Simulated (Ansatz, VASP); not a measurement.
**CdS in VASP and in Ansatz**

```
Cd S
1.0
     0.00000    2.93921    2.93921
     3.08618    0.00000    2.93921
     3.08618    2.93921    0.00000
Cd S
1 1
Direct
  0.00000 0.00000 0.00000
  0.25000 0.25000 0.25000
```

Change from the starting cell: uniaxial_x strain +5.0%.

Alike in both runs: task single point; functional PBE; k mesh 8 × 8 × 8; occupations fermi-dirac, width 0.02 eV; no spin polarisation.

|  | VASP | Ansatz |
| --- | --- | --- |
| version | VASP 6.6.1 | Ansatz 0.2.0 |
| potentials or method | VASP PAW PBE potentials, release 64 (Cd, S) | plane waves, PAW |
| plane-wave cutoff (eV) | 520 | 420 |
| valence electrons in the cell | 18 | 26 |

Ansatz gave:

- gap on the k mesh at the Fermi level (eV): 0.93
- pressure (GPa): -1.3
- traceless stress, the component that is largest in VASP (GPa): -0.75

Which values does VASP return?

gap on the k mesh at the Fermi level (eV): 0.93; pressure (GPa): -1.0; traceless stress, the component that is largest in VASP (GPa): -0.74.

VASP's potentials hold 18 valence electrons a cell and Ansatz's 26, so a difference there can come from the potentials and not from the codes.
